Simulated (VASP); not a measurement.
A run of VASP 6.6.1:

POSCAR

```
NaF
1.0
    2.7934851918      0.0000000000      0.0000000000
    0.0000000000      2.7934851918      0.0000000000
    0.0000000000      0.0000000000      2.7934851918
Na F
1 1
Direct
    0.0000000000      0.0000000000      0.0000000000
    0.5000000000      0.5000000000      0.5000000000
```

INCAR.step1

```
PREC = Accurate ; ENCUT = 500
EDIFF = 1E-8 ; ISMEAR = 0
SIGMA = 0.01 ; LREAL = F
LASPH = T ; NELM = 100
ALGO = Normal ; LWAVE = T
LCHARG = F ; GGA = PE
```

File INCAR.step2:

```
PREC = Accurate ; ENCUT = 500
EDIFF = 1E-8 ; ISMEAR = 0
SIGMA = 0.01 ; LREAL = F
LASPH = T ; NELM = 1
ALGO = Exact ; LWAVE = T
LCHARG = F ; GGA = PE
NBANDS = 169 ; LOPTICS = T
ISTART = 1
```

The input INCAR.step3:

```
PREC = Accurate ; ENCUT = 500
EDIFF = 1E-8 ; ISMEAR = 0
SIGMA = 0.01 ; LREAL = F
LASPH = T ; ALGO = EVGW0
LWAVE = F ; LCHARG = F
GGA = PE ; NELMGW = 1
NBANDS = 169 ; ENCUTGW = 200
NOMEGA = 48 ; PRECFOCK = Fast
ISTART = 1 ; NBANDSGW = 16
```

KPOINTS

```
regular mesh
0
Gamma
  6 6 6
```

Potentials or basis: VASP PAW PBE potentials, release 64 (Na_sv_GW, F_GW).

Command:

```console
$ cat potpaw_PBE.64/Na_sv_GW/POTCAR potpaw_PBE.64/F_GW/POTCAR > POTCAR
$ cp INCAR.step1 INCAR
$ mpirun -np 1 vasp_std > vasp.out
$ cp INCAR.step2 INCAR
$ mpirun -np 1 vasp_std > vasp.out
$ cp INCAR.step3 INCAR
$ mpirun -np 1 vasp_std > vasp.out
```

Hardware: 1 thread of Intel(R) Xeon(R) Platinum 8375C CPU @ 2.90GHz (Ice Lake), on a shared host.

Q: Estimate the wall time of this run.

A: It took 13 min on 1 thread of Intel(R) Xeon(R) Platinum 8375C CPU @ 2.90GHz (Ice Lake) (shared host), peak memory 0.67 GiB. Counts: k points 20.
